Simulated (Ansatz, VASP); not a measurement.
**MgB2: VASP beside Ansatz**

```
Mg B
1.0
     0.00000    2.84494    0.00000
    -1.42247   -1.42247    3.93546
     5.68988    0.00000    0.00000
Mg B
2 4
Direct
  0.00000 0.00000 0.50000
  0.00000 0.00000 0.00000
  0.75000 0.50000 0.12500
  0.75000 0.50000 0.62500
  0.25000 0.50000 0.37500
  0.25000 0.50000 0.87500
```

Alike in both runs: task single point; functional PBE; k mesh 8 × 8 × 4; occupations gaussian, width 0.1 eV; no spin polarisation.

|  | VASP | Ansatz |
| --- | --- | --- |
| version | VASP 6.6.1 | Ansatz 0.2.0 |
| potentials or method | VASP PAW PBE potentials, release 64 (Mg, B), cutoff 520 eV | scalar-relativistic, plane waves, PAW |
| valence electrons in the cell | 16 | 32 |

|  | VASP | Ansatz | Ansatz less VASP |
| --- | --- | --- | --- |
| gap on the k mesh at the Fermi level (eV) | none | none | - |
| pressure (GPa) | 0.1 | 0.2 | +0.09 |
| traceless stress, the component that is largest in VASP (GPa) | -1.57 | -1.48 | +0.086 |

A gap of «none» marks a metal or a gap that the smearing closes. VASP's potentials hold 16 valence electrons a cell and Ansatz's 32, so a difference there can come from the potentials and not from the codes.
